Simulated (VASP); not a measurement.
HgTe (zincblende type):

```
Hg Te
1.0
     0.00000    3.10723    3.10723
     3.10723    0.00000    3.10723
     3.10723    3.10723    0.00000
Hg Te
1 1
Direct
  0.00000 0.00000 0.00000
  0.25000 0.25000 0.25000
```

* Program: VASP 6.6.1
* Task: relaxation of cell and atoms
* Functional: LDA
* Potentials or basis: VASP PAW LDA potentials, release 64 (Hg, Te)
* Cutoff: 600 eV
* k mesh: 11 × 11 × 11
* Occupations: fermi-dirac, width 0.05 eV
* Spin: no spin polarisation

At the start: pressure 6.9 GPa; volume 30.00 Å³/atom.

Question: How do energy, volume and symmetry change on relaxing?

Answer: Over 3 steps the energy falls by 67.8 meV/atom and the volume is 33.50 Å³/atom (+11.7 %); space group F-43m (No. 216, to 0.1 Å) before and after.

The path:
| step | energy change (eV) | largest force (eV/Å) | pressure (GPa) | volume (Å³) |
| --- | --- | --- | --- | --- |
| 1 | 0.0000 | 0.0000 | 6.93 | 60.00 |
| 2 | -0.0880 | 0.0000 | -2.83 | 71.99 |
| 3 | -0.1356 | 0.0000 | -0.01 | 67.01 |

Final structure:
```
Hg Te
1.0
     0.00000    3.22381    3.22381
     3.22381    0.00000    3.22381
     3.22381    3.22381    0.00000
Hg Te
1 1
Cartesian
  0.0000 0.0000 0.0000
  1.6119 1.6119 1.6119
```
